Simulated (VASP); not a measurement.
A run of VASP 6.6.1 is set up as follows.

INCAR

```
PREC = Accurate
ENCUT = 750
EDIFF = 1E-7
ISMEAR = 0
SIGMA = 0.1
LREAL = F
LASPH = T
NELM = 120
ALGO = Normal
ISIF = 3
LWAVE = F
LCHARG = F
IBRION = 2
NSW = 70
EDIFFG = -0.005
GGA_COMPAT = F
NELMIN = 4
```

KPOINTS

```
regular mesh
0
Gamma
  18 18 10
```

The input POSCAR:

```
Li
1.0
    2.9531605378      0.0000000000      0.0000000000
   -1.4765802689      2.5575120472      0.0000000000
    0.0000000000      0.0000000000      4.8440825740
Li
2
Direct
    0.3333333333      0.6666666667      0.2500000000
    0.6666666667      0.3333333333      0.7500000000
```

Potentials or basis: VASP PAW LDA potentials, release 64 (Li_sv).

Command:

```sh
$ cat potpaw_LDA.64/Li_sv/POTCAR > POTCAR
$ mpirun -np 1 vasp_std > vasp.out
```

**Question.** Estimate the band gap on the k mesh.

**Answer.** Zero (bands 3 and 4 overlap by 4.72 eV).

**Question.** What does it give for the relaxed volume?

**Answer.** 18.80 Å³/atom.

**Question.** Predict the relaxed cell.

**Answer.** a = 2.979 Å, b = 2.979 Å, c = 4.891 Å, α = 90.00°, β = 90.00°, γ = 120.00°.

Step by step:
```tsv
step	energy change (eV)	largest force (eV/Å)	pressure (GPa)	volume (Å³)
1	0.0000	0.0000	0.41	36.59
2	-0.0006	0.0000	0.29	36.84
3	-0.0011	0.0000	-0.04	37.59
```
